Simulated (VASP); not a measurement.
Se:

```
Se
1.0
     4.36620    0.00000    0.00000
    -2.18310    3.78124    0.00000
     0.00000    0.00000    4.95360
Se
3
Direct
  0.74757 0.74773 0.99359
  0.00798 0.24655 0.66469
  0.22058 0.99860 0.33857
```

This cell differs from its parent crystal: atoms moved at random.

| Quantity | Value |
| --- | --- |
| Program | VASP 6.6.1 |
| Task | relaxation of the atoms |
| Functional | rSCAN |
| Potentials or basis | VASP PAW PBE potentials, release 64 (Se) |
| Cutoff | 500 eV |
| k mesh | 6 × 6 × 5 |
| Occupations | gaussian, width 0.03 eV |
| Spin | no spin polarisation |

At the start: pressure -1.6 GPa; volume 27.26 Å³/atom.

Q: Where does the relaxation end?

A: Over 16 steps the energy falls by 31.9 meV/atom; space group P1 (No. 1, to 0.1 Å) before, P3_121 (No. 152, to 0.1 Å).

The path:
```
step  energy change (eV)  largest force (eV/Å)  pressure (GPa)
   1              0.0000                0.9863           -1.59
   2             -0.0717                0.5137           -0.09
   3             -0.0901                0.2113            1.27
   4             -0.0935                0.1136            1.14
   5             -0.0950                0.0931            0.98
   6             -0.0956                0.0177            1.00
   7             -0.0956                0.0135            1.00
   8             -0.0956                0.0142            1.01
   9             -0.0957                0.0097            1.03
  10             -0.0957                0.0141            1.06
  11             -0.0957                0.0070            1.04
  12             -0.0957                0.0051            1.03
  13             -0.0957                0.0049            1.03
  14             -0.0957                0.0020            1.02
  15             -0.0957                0.0022            1.02
  16             -0.0957                0.0010            1.02
```

Final structure:
```
CELL_PARAMETERS angstrom
4.36620 0.00000 0.00000
-2.18310 3.78124 0.00000
0.00000 0.00000 4.95360
ATOMIC_POSITIONS crystal
Se 0.76558 0.77118 0.99896
Se 0.99203 0.22408 0.66560
Se 0.21852 0.99762 0.33229
```

Caveat: the cell differs from its parent crystal (atoms moved at random); the PAW data sets were made with another functional, which shifts forces and pressure a little.
